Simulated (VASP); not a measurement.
# IrPt2 (P-3m1) in VASP: further runs

Runs on IrPt2. Level: PBE. Tasks: single point, relaxation of cell and atoms.

All numbers are computed with VASP 6.6.1; they aren't measurements. Logs are shortened: lines on timing, memory, paths and dates and some standing lists are left out, and cuts for length are marked.

## Step 1: The cell of the first run

The structure is trigonal, space group P-3m1 (No. 164). Conventional cell: a = 2.786 Å, b = 2.786 Å, c = 6.802 Å, α = 90.00°, β = 90.00°, γ = 120.00°. Ir (site symmetry -3m) has 6 Pt at 2.75 Å and 6 Ir at 2.79 Å within 3.6 Å. Pt (site symmetry 3m) has 3 Ir at 2.75 Å and 9 Pt at 2.79 to 2.83 Å within 3.6 Å.

## Step 2: Single point, PBE

Contents of INCAR:

```
SYSTEM = IrPt2
PREC     = Accurate       ! precision mode
ENCUT    = 520            ! plane-wave cutoff, eV
EDIFF    = 1E-6           ! SCF threshold, eV
ISMEAR   = 0              ! smearing method
SIGMA    = 0.2            ! smearing width, eV
LREAL    = .False.        ! projectors in reciprocal space
LASPH    = .True.         ! aspherical terms in the spheres
NELM     = 80             ! most SCF steps
ALGO     = Normal         ! electronic algorithm
ISIF     = 2              ! what is computed and relaxed
LWAVE    = .False.        ! write WAVECAR
LCHARG   = .False.        ! write CHGCAR
GGA      = PE             ! functional
NBANDS   = 22             ! bands
```

Contents of KPOINTS:

```
regular mesh
0
Gamma
  8 8 3
  0 0 0
```

Contents of POSCAR:

```
IrPt2
1.0
    2.7860985932      0.0000000000      0.0000000000
   -1.3930492966      2.4128321592      0.0000000000
    0.0000000000      0.0000000000      6.8015048904
Ir Pt
1 2
Direct
    0.0000000000      0.0000000000      0.0000000000
    0.3333333333      0.6666666667      0.3286635273
    0.6666666667      0.3333333333      0.6713364727
```

Potentials or basis: VASP PAW PBE potentials, release 64 (Ir, Pt).

On the command line:

```sh
> cat potpaw_PBE.64/Ir/POTCAR potpaw_PBE.64/Pt/POTCAR > POTCAR
> mpirun -np 1 vasp_std > vasp.out
```

OUTCAR:

```text
SYSTEM = IrPt2
   PREC = Accurate
   ENCUT = 520
   EDIFF = 1E-6
   ISMEAR = 0
   LREAL = .False.
   LASPH = .True.
   NELM = 80
   ISIF = 2
   GGA = PE

 ion  position               nearest neighbor table
   1  0.000  0.000  0.000-   2 2.75   3 2.75   3 2.75   2 2.75   3 2.75   2 2.75
   2  0.333  0.667  0.329-   1 2.75   1 2.75   1 2.75   3 2.83   3 2.83   3 2.83
   3  0.667  0.333  0.671-   1 2.75   1 2.75   1 2.75   2 2.83   2 2.83   2 2.83

  LATTYP: Found a hexagonal cell.
 ALAT       =     2.7860985932
 C/A-ratio  =     2.4412290746

  Lattice vectors:

 A1 = (   2.7860985932,   0.0000000000,   0.0000000000)
 A2 = (  -1.3930492966,   2.4128321592,   0.0000000000)
 A3 = (   0.0000000000,   0.0000000000,   6.8015048904)

Analysis of symmetry for initial positions (statically):
=====================================================================
 Subroutine PRICEL returns:
 Original cell was already a primitive cell.

 Routine SETGRP: Setting up the symmetry group for a
 hexagonal supercell.

 Subroutine GETGRP returns: Found 12 space group operations
 (whereof 12 operations were pure point group operations)
 out of a pool of 24 trial point group operations.

The static configuration has the point symmetry D_3d.

Analysis of symmetry for dynamics (positions and initial velocities):
=====================================================================
 Subroutine PRICEL returns:
 Original cell was already a primitive cell.

 Routine SETGRP: Setting up the symmetry group for a
 hexagonal supercell.

 Subroutine GETGRP returns: Found 12 space group operations
 (whereof 12 operations were pure point group operations)
 out of a pool of 24 trial point group operations.

The dynamic configuration has the point symmetry D_3d.

 Subroutine INISYM returns: Found 12 space group operations
 (whereof 12 operations are pure point group operations),
 and found     1 'primitive' translations

----------------------------------------------------------------------------------------

                                     Primitive cell

  volume of cell :      45.7224

  direct lattice vectors                    reciprocal lattice vectors
     2.786098593  0.000000000  0.000000000     0.358924843  0.207225355  0.000000000
    -1.393049297  2.412832159  0.000000000     0.000000000  0.414450709  0.000000000
     0.000000000  0.000000000  6.801504890     0.000000000  0.000000000  0.147026286

  length of vectors
     2.786098593  2.786098593  6.801504890     0.414450709  0.414450709  0.147026286

  position of ions in fractional coordinates (direct lattice)
     0.000000000  0.000000000  0.000000000
     0.333333333  0.666666667  0.328663527
     0.666666667  0.333333333  0.671336473

  ion indices of the primitive-cell ions
   primitive index   ion index
                 1           1
                 2           2
                 3           3

----------------------------------------------------------------------------------------

 KPOINTS: regular mesh

Automatic generation of k-mesh.
 Grid dimensions read from file:
 generate k-points for:    8    8    3

 Generating k-lattice:

  Cartesian coordinates                     Fractional coordinates (reciprocal lattice)
     0.044865605  0.025903169  0.000000000     0.125000000  0.000000000  0.000000000
     0.000000000  0.051806339  0.000000000     0.000000000  0.125000000  0.000000000
     0.000000000  0.000000000  0.049008762     0.000000000  0.000000000  0.333333333

  Length of vectors
     0.051806339  0.051806339  0.049008762

  Shift w.r.t. Gamma in fractional coordinates (k-lattice)
     0.000000000  0.000000000  0.000000000

 Subroutine IBZKPT returns following result:
 ===========================================

 Found     25 irreducible k-points:

 Following reciprocal coordinates:
            Coordinates               Weight
  0.000000  0.000000  0.000000      1.000000
  0.125000  0.000000  0.000000      6.000000
  0.250000  0.000000  0.000000      6.000000
  0.375000  0.000000  0.000000      6.000000
  0.500000  0.000000  0.000000      3.000000
  0.125000  0.125000  0.000000      6.000000
[... 16 lines left out ...]
 -0.125000  0.500000  0.333333     12.000000
  0.250000  0.250000  0.333333     12.000000
   k-points           NKPTS =     25   k-points in BZ     NKDIM =     25   number of bands    NBANDS=     22
   number of dos      NEDOS =    301   number of ions     NIONS =      3
   total plane-waves  NPLWV =  31104
   dimension x,y,z NGX =    24 NGY =   24 NGZ =   54
   dimension x,y,z NGXF=    48 NGYF=   48 NGZF=  108
   ions per type =               1   2
   NGX,Y,Z   is equivalent  to a cutoff of  14.32, 14.32, 13.20 a.u.
   NGXF,Y,Z  is equivalent  to a cutoff of  28.64, 28.64, 26.40 a.u.
 SYSTEM =  IrPt2
   PREC   = accura    normal or accurate (medium, high low for compatibility)
   ISTART =      0    job   : 0-new  1-cont  2-samecut
   ICHARG =      2    charge: 1-file 2-atom 10-const
   ISPIN  =      1    spin polarized calculation?
   LNONCOLLINEAR =      F non collinear calculations
   LSORBIT =      F    spin-orbit coupling
   LASPH  =      T    aspherical Exc in radial PAW
   ENCUT  =  520.0 eV  38.22 Ry    6.18 a.u.   5.18  5.18 12.65*2*pi/ulx,y,z
   NELM   =     80;   NELMIN=  2; NELMDL= -5     # of ELM steps
   EDIFF  = 0.1E-05   stopping-criterion for ELM
   LREAL  =      F    real-space projection
   EDIFFG = 0.1E-04   stopping-criterion for IOM
   NSW    =      0    number of steps for IOM
   IBRION =     -1    ionic relax: 0-MD 1-quasi-New 2-CG
   NFREE  =      0    steps in history (QN), initial steepest desc. (CG)
   ISIF   =      2    stress and relaxation
   ISYM   =      2    0-nonsym 1-usesym 2-fastsym
   POTIM  = 0.5000    time-step for ionic-motion
   TEBEG  =    0.0;   TEEND  =   0.0 temperature during run
   PSTRESS=    0.0 pullay stress
   NELECT =      29.0000    total number of electrons
   NUPDOWN=      -1.0000    fix difference up-down
   EMIN   =  10.00;   EMAX   =-10.00  energy-range for DOS
   EFERMI =   0.00;   METHOD = LEGACY
   ISMEAR =     0;   SIGMA  =   0.20  broadening in eV -4-tet -1-fermi 0-gaus
   EFERMI_NEDOS =   21; number of points for ismear=-14 and -15
   IALGO  =     38    algorithm
   IMIX   =      4    mixing-type and parameters
     AMIX     =   0.40;   BMIX     =  1.00
     AMIX_MAG =   1.60;   BMIX_MAG =  1.00
  volume/ion in A,a.u.               =      15.24       102.85
  Fermi-wavevector in a.u.,A,eV,Ry     =   1.406581  2.658052 26.918705  1.978469
  Thomas-Fermi vector in A             =   2.528927
   LORBIT       =      0    0 simple, 1 ext, 2 COOP (PROOUT), +10 PAW based schemes
   GGA     = PE    functional components
   LHFCALC =     F    Hartree Fock is set to
   AEXX    =    0.0000 exact exchange contribution
   IVDW    =     0    specifies the selected vdW correction
   LEPSILON=     F    determine dielectric tensor
   LRPA    =     F    only Hartree local field effects (RPA)
 non-spin polarized calculation
 Gauss-broadening in eV      SIGMA  =   0.20
  energy-cutoff  :      520.00
  volume of cell :       45.72
 maximum number of plane-waves:      1239
 NGX is ok and might be reduce to    24
   NGX = 11   NGY = 11   NGZ = 25

 number of electron      29.0000001 magnetization

 Free energy of the ion-electron system (eV)
  ---------------------------------------------------
  ext. energy  EPLUGINS =         0.00000000
  ---------------------------------------------------
  free energy    TOTEN  =       -20.94368627 eV

  energy without entropy =      -20.86436100  energy(sigma->0) =      -20.90402363

 E-fermi :  10.4707     XC(G=0): -13.4688

 val. band max:       10.4675002353   @ k =   0.5000   0.0000   0.0000
 cond. band min:      10.4774616211   @ k =   0.5000   0.0000   0.3333
 fundamental gap:      0.0099613858
 Fermi energy:        10.4707080805

 k-point     1 :       0.0000    0.0000    0.0000
  band No.  band energies     occupation
      1       0.2476      2.00000
      2       2.9963      2.00000
      3       3.0071      2.00000
      4       6.7076      2.00000
      5       6.7122      2.00000
      6       6.7122      2.00000
[... 14 lines left out ...]
     21      25.0461      0.00000
     22      25.6845      0.00000

 k-point     2 :       0.1250    0.0000    0.0000
  band No.  band energies     occupation
      1       0.7936      2.00000
      2       3.4797      2.00000
      3       3.5423      2.00000
      4       6.3004      2.00000
      5       6.4497      2.00000
      6       6.4885      2.00000
[... 14 lines left out ...]
     21      25.8448      0.00000
     22      26.2322      0.00000

 k-point     3 :       0.2500    0.0000    0.0000
  band No.  band energies     occupation
      1       2.1900      2.00000
      2       4.0687      2.00000
      3       4.6756      2.00000
      4       4.9935      2.00000
      5       5.8773      2.00000
      6       6.0596      2.00000
[... 14 lines left out ...]
     21      23.5272      0.00000
     22      24.8405      0.00000

 k-point     4 :       0.3750    0.0000    0.0000
  band No.  band energies     occupation
      1       3.4574      2.00000
      2       3.6835      2.00000
      3       4.1538      2.00000
      4       4.3971      2.00000
      5       5.9181      2.00000
      6       6.3160      2.00000
[... 14 lines left out ...]
     21      20.9789      0.00000
     22      22.8430      0.00000

 k-point     5 :       0.5000    0.0000    0.0000
  band No.  band energies     occupation
      1       3.4095      2.00000
      2       3.8794      2.00000
      3       3.9039      2.00000
      4       3.9736      2.00000
      5       5.9271      2.00000
      6       6.2889      2.00000
[... 14 lines left out ...]
     21      19.4347      0.00000
     22      21.7478      0.00000

 k-point     6 :       0.1250    0.1250    0.0000
  band No.  band energies     occupation
      1       1.7923      2.00000
      2       4.3003      2.00000
      3       4.3477      2.00000
      4       5.5675      2.00000
      5       5.6760      2.00000
      6       6.0858      2.00000
[... 14 lines left out ...]
     21      24.9455      0.00000
     22      25.1077      0.00000

 k-point     7 :       0.2500    0.1250    0.0000
  band No.  band energies     occupation
      1       3.3121      2.00000
      2       4.2908      2.00000
      3       4.6855      2.00000
      4       4.8744      2.00000
      5       5.7175      2.00000
      6       5.8768      2.00000
[... 324 lines left out ...]
      6       6.1677      2.00000
[... 14 lines left out ...]
     21      21.8457      0.00000
     22      23.8281      0.00000

 k-point    21 :      -0.1250    0.3750    0.3333
  band No.  band energies     occupation
      1       3.2603      2.00000
      2       3.9161      2.00000
      3       4.8386      2.00000
      4       5.0933      2.00000
      5       5.5482      2.00000
      6       6.2085      2.00000
[... 14 lines left out ...]
     21      21.6638      0.00000
     22      22.6721      0.00000

 k-point    22 :       0.3750    0.1250    0.3333
  band No.  band energies     occupation
      1       3.6815      2.00000
      2       4.1208      2.00000
      3       4.5461      2.00000
      4       4.5791      2.00000
      5       5.1171      2.00000
      6       6.2500      2.00000
[... 14 lines left out ...]
     21      20.6575      0.00000
     22      20.9864      0.00000

 k-point    23 :      -0.1250    0.5000    0.3333
  band No.  band energies     occupation
      1       3.5704      2.00000
      2       3.9653      2.00000
      3       4.4400      2.00000
      4       4.7262      2.00000
      5       5.3096      2.00000
      6       6.4318      2.00000
[... 14 lines left out ...]
     21      20.2704      0.00000
     22      22.0421      0.00000

 k-point    24 :       0.2500    0.2500    0.3333
  band No.  band energies     occupation
      1       4.2158      2.00000
      2       4.4529      2.00000
      3       4.8119      2.00000
      4       5.4897      2.00000
      5       5.5444      2.00000
      6       5.9678      2.00000
[... 14 lines left out ...]
     21      19.8708      0.00000
     22      20.0106      0.00000

 [... further k-points ...]
[... 5 lines left out ...]
  --------------------------------------------------------------------------------------
  -------------------------------------------------------------------------------------
  Total       -0.0745636     -0.0745636     -0.0626986      0.0000000      0.0000000      0.0000000
  in kB       -2.6128172     -2.6128172     -2.1970504      0.0000000      0.0000000      0.0000000
  external PRESSURE =      -2.4742283 kB  Pullay stress =       0.0000000 kB

 VOLUME and BASIS-vectors are now :
 -----------------------------------------------------------------------------
  energy-cutoff  :      520.00
  volume of cell :       45.72
      direct lattice vectors                 reciprocal lattice vectors
     2.786098593  0.000000000  0.000000000     0.358924843  0.207225355  0.000000000
    -1.393049297  2.412832159  0.000000000     0.000000000  0.414450709  0.000000000
     0.000000000  0.000000000  6.801504890     0.000000000  0.000000000  0.147026286

 POSITION                                       TOTAL-FORCE (eV/Angst)
 -----------------------------------------------------------------------------------
      0.00000      0.00000      0.00000         0.000000      0.000000      0.000000
     -0.00000      1.60855      2.23541        -0.000000      0.000000      0.023919
      1.39305      0.80428      4.56610         0.000000      0.000000     -0.023919
 -----------------------------------------------------------------------------------
    total drift:                               -0.000000      0.000000      0.000000

  FREE ENERGIE OF THE ION-ELECTRON SYSTEM (eV)
  ---------------------------------------------------
  free  energy   TOTEN  =       -20.9436862665 eV

  energy  without entropy=      -20.8643609982  energy(sigma->0) =      -20.90402363
```

It took 11 s on 1 thread of Intel Xeon 6975P-C (Granite Rapids), shared host; peak memory 0.19 GiB.

Results:

```yaml
Free_energy: -20.9437 eV
Pressure: -0.2 GPa
Largest_force: 0.024 eV/Å
```

Forces on the atoms (eV/Å):
```
Ir   0.000  0.000  0.000
Pt   0.000  0.000  0.024
Pt   0.000  0.000 -0.024
```

Levels at points of the mesh, in eV from the Fermi level:
```tsv
k point	band 11	band 12	band 13	band 14	band 15	band 16	band 17	band 18	band 19	band 20
(0.00, 0.00, 0.00)	-3.30	-3.08	-1.50	-1.50	-1.06	-1.06	-0.25	-0.25	9.93	10.86
(0.50, 0.00, 0.00)	0.00	0.02	0.46	0.64	1.03	1.73	2.34	2.85	6.17	6.89
```

Caveat: spin-orbit coupling is left out, which moves the levels of the heavy elements.

## Step 3: Relaxation of cell and atoms, PBE

This run uses another cell than the first one, of 14.71 Å³/atom, 0.965 times its volume.

Contents of INCAR:

```
SYSTEM = IrPt2
  ALGO = Normal
  EDIFF = 1E-6
  EDIFFG = -0.08
  ENCUT = 600
  GGA = PE
  IBRION = 2
  ISIF = 3
  ISMEAR = 0
  LASPH = .True.
  LCHARG = .False.
  LREAL = .False.
  LWAVE = .False.
  NELM = 100
  NSW = 36
  PREC = Accurate
  SIGMA = 0.2
```

Contents of KPOINTS:

```
k-points
0
Gamma
  8 8 3
  0 0 0
```

Contents of POSCAR:

```
IrPt2
1.0
    2.7500000000      0.0000000000      0.0000000000
   -1.3750000000      2.3815698600      0.0000000000
    0.0000000000      0.0000000000      6.7400000000
Ir Pt
1 2
Direct
    0.0000000000      0.0000000000      0.0000000000
    0.3333333300      0.6666666700      0.3333300000
    0.6666666700      0.3333333300      0.6666700000
```

Potentials or basis: VASP PAW PBE potentials, release 64 (Ir, Pt).

On the command line:

```sh
> cat potpaw_PBE.64/Ir/POTCAR potpaw_PBE.64/Pt/POTCAR > POTCAR
> mpirun -np 1 vasp_std > vasp.out
```

Run time: 39 s. Hardware: 1 thread of Intel Xeon 6975P-C (Granite Rapids), shared host; peak memory 0.2 GiB.

The run converged. Its results:

```yaml
Free_energy: -20.9437 eV
Relaxed_volume: 15.22 Å³/atom
Relaxed_cell: a = 2.786 Å, b = 2.786 Å, c = 6.790 Å, α = 90.00°, β = 90.00°, γ = 120.00°
Space_group_after_relaxing_to_0.05_Å: P-3m1 (No. 164)
Energy_gained_by_relaxing: 21.6 meV/atom
Ionic_steps: 5
Pressure_after_relaxing: 0.2 GPa
Largest_force_after_relaxing: 0.059 eV/Å
```

Forces on the atoms (eV/Å):
```
Ir   0.000  0.000  0.000
Pt   0.000  0.000 -0.059
Pt   0.000  0.000  0.059
```

Stress tensor (GPa, compression positive):
```
0.03 0.00 0.00
0.00 0.03 0.00
0.00 0.00 0.48
```

Step by step:
```tsv
step	energy change (eV)	largest force (eV/Å)	pressure (GPa)	volume (Å³)
1	0.0000	0.6053	10.35	44.14
2	0.2932	0.2231	-21.40	50.50
3	-0.0558	0.4103	-1.08	45.83
4	-0.0559	0.4152	-0.68	45.77
5	-0.0649	0.0590	0.18	45.66
```

Final structure:
```xyz
3
Lattice="2.7864 0.0000 0.0000 -1.3932 2.4131 0.0000 0.0000 0.0000 6.7901" Properties=species:S:1:pos:R:3 pbc="T T T"
Ir    2.7864    0.0000    6.7901
Pt    0.0000    1.6087    2.2365
Pt    1.3932    0.8044    4.5536
```

Levels at points of the mesh, in eV from the Fermi level:
```tsv
k point	band 11	band 12	band 13	band 14	band 15	band 16	band 17	band 18
(0.00, 0.00, 0.00)	-3.30	-3.08	-1.51	-1.51	-1.05	-1.05	-0.26	-0.26
(0.50, 0.00, 0.00)	-0.01	0.02	0.46	0.65	1.03	1.73	2.35	2.85
```

Caveat: the bands computed are all filled at some k points, so no gap is given; spin-orbit coupling is left out, which moves the levels of the heavy elements; the relaxation stopped at a loose force limit of 0.08 eV/Å, so its end isn't a converged minimum.

[end of part 1 of 2]
